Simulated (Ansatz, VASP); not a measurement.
# Two plane-wave programs on InP

```xyz
2
Lattice="0.0000 2.9397 2.9397 2.9397 0.0000 2.9397 2.9397 2.9397 0.0000" Properties=species:S:1:pos:R:3 pbc="T T T"
In    0.0000    0.0000    0.0000
P     1.4698    1.4698    1.4698
```

Alike in both runs: functional PBEsol; k mesh 12 × 12 × 12; occupations fermi-dirac, width 0.1 eV; no spin polarisation.

Ansatz relaxed the structure, and its values are those at the end. VASP's run is a single point on that final structure, the one shown.

```csv
,VASP,Ansatz
version,VASP 6.6.1,Ansatz 0.2.0
potentials or method,"VASP PAW PBE potentials, release 64 (In_d, P)","PAW with Ansatz's default frozen-core files, scalar-relativistic"
plane-wave cutoff (eV),520,420
valence electrons in the cell,18,18
```

|  | VASP | Ansatz | Ansatz less VASP |
| --- | --- | --- | --- |
| pressure (GPa) | 0.0 | 0.0 | +0.02 |

VASP's potentials were made for PBE, not for PBEsol. With one functional, cell and mesh, what is left measures potentials, basis and numerics.
